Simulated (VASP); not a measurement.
Wanted: the native input for a VASP 6.6.1 run.

```yaml
Task: single point
Functional: LDA
Potentials_or_basis: VASP PAW LDA potentials, release 64 (Si, Ge_d)
Cutoff: 520 eV
k_mesh: 2 × 2 × 2
Occupations: fermi-dirac, width 0.05 eV
Spin: no spin polarisation
Dipole_correction: no
Further_INCAR_settings: LREAL = Auto; ALGO = Normal; EDIFF = 1e-06; NBANDS = 53
```

The structure of Si16Ge (a cell with a defect) lies in POSCAR:

```
Si16Ge
1.0
    0.0000000000      5.4300000000      5.4300000000
    5.4300000000      0.0000000000      5.4300000000
    5.4300000000      5.4300000000      0.0000000000
Si Ge
16 1
Direct
   -0.0003059853      0.0002719153     -0.0002883057
    0.1240117864      0.1245924494      0.1240300184
    0.0039205341      0.0048330571      0.4952870166
    0.1239460405      0.1245893186      0.6268174954
    0.0040372928      0.4959218232      0.0040603131
    0.1240077348      0.6273204420      0.1240263352
    0.0039083794      0.4958951197      0.4952822284
    0.1349285451      0.6218852670      0.6212443831
    0.4952675875      0.0048314917      0.0039416206
    0.6268011050      0.1245885820      0.1239635359
    0.4952132597      0.0047302026      0.4952320442
    0.6211428177      0.1360382136      0.6211575506
    0.4952627993      0.4958946593      0.0039296501
    0.6212250460      0.6218812155      0.1349563536
    0.4992900552      0.5006244936      0.4993232044
    0.6211242173      0.6215855433      0.6211387661
    0.7493112339      0.7505931860      0.7493366483
```

One way to write it, as run:

INCAR

```
PREC = Accurate
ENCUT = 520
EDIFF = 1E-6
ISMEAR = -1
SIGMA = 0.05
LREAL = Auto
LASPH = True
NELM = 60
ALGO = Normal
ISIF = 2
LWAVE = False
LCHARG = True
GGA = CA
LELF = True
LVHAR = True
NBANDS = 53
```

KPOINTS

```
Automatic mesh
0
Gamma
  2 2 2
```

Potentials or basis: VASP PAW LDA potentials, release 64 (Si, Ge_d).

Command:

```bash
$ cat potpaw_LDA.64/Si/POTCAR potpaw_LDA.64/Ge_d/POTCAR > POTCAR
$ mpirun -np 1 vasp_std > vasp.out
```

It gave:

| Item | Value |
| --- | --- |
| Pressure | 3.0 GPa |
| Largest force | 0.022 eV/Å |
| Band gap on the k mesh | zero (band 39 reaches 6.86 eV, above the bottom of band 40 at 6.56 eV) |

Caveat: the k points lie up to 0.50 Å⁻¹ apart.

It took 92 s on 1 thread of Intel(R) Xeon(R) 6975P-C (Granite Rapids) (shared host), peak memory 0.4 GiB.
